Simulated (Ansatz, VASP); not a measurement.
**One calculation of SiC, two programs**

Contents of POSCAR:

```
SiC
1.0
    0.0000000000      2.2392200000      2.2392200000
    2.2392200000      0.0000000000      2.2392200000
    2.2392200000      2.2392200000      0.0000000000
Si C
1 1
Direct
    0.0000000000      0.0000000000      0.0000000000
    0.7500000000      0.7500000000      0.7500000000
```

INCAR.step1

```
SYSTEM = SiC
PREC = Accurate
ENCUT = 660
ISMEAR = 0
SIGMA = 0.05
LREAL = .False.
LASPH = .True.
NELM = 120
NBANDS = 11
GGA = PE
ALGO = Normal
EDIFF = 1E-5
LWAVE = .True.
LCHARG = .False.
GGA_COMPAT = .False.
```

Contents of INCAR.step2:

```
SYSTEM = SiC
PREC = Accurate
ENCUT = 660
EDIFF = 1E-6
ISMEAR = 0
SIGMA = 0.05
LREAL = .False.
LASPH = .True.
NELM = 120
ALGO = Normal
ISIF = 2
LWAVE = .False.
LCHARG = .False.
METAGGA = R2SCAN
LMIXTAU = .True.
NBANDS = 11
ISTART = 1
GGA_COMPAT = .False.
```

KPOINTS

```
Automatic mesh
0
Gamma
  12 12 12
  0 0 0
```

Input for Ansatz:

```yaml
crystal:
  lattice:
    - [0.0, 2.23922, 2.23922]
    - [2.23922, 0.0, 2.23922]
    - [2.23922, 2.23922, 0.0]
  atoms:
    - { symbol: Si, position: [0.0, 0.0, 0.0] }
    - { symbol: C, position: [0.75, 0.75, 0.75] }
basis:
  ecutwfc: 500
kpoints:
  mp_grid: { grid: [12, 12, 12] }
hamiltonian:
  xc: r2scan
scf:
  occupations: { method: gaussian, width: 0.05 }
output:
  forces: true
  stress: true
  eigenvalues: true
```

Change from the starting cell: strain +0.030 along x and y, +0.030 along z, atoms carried along.

Alike in both runs: task single point; functional r2SCAN; k mesh 12 × 12 × 12; occupations gaussian, width 0.05 eV; no spin polarisation.

|  | VASP | Ansatz |
| --- | --- | --- |
| version | VASP 6.6.1 | Ansatz 0.2.0 |
| potentials or method | VASP PAW PBE potentials, release 64 (Si, C), cutoff 660 eV | scalar-relativistic, plane waves, PAW |
| valence electrons in the cell | 8 | 8 |

```csv
,VASP,Ansatz,Ansatz less VASP
gap on the k mesh at the Fermi level (eV),1.77,1.76,-0.011
least direct gap on the mesh (eV),4.95,4.94,-0.012
pressure (GPa),-16.3,-16.0,+0.31
```

VASP's potentials were made for PBE, not for r2SCAN. With one functional, cell and mesh, what is left measures potentials, basis and numerics.
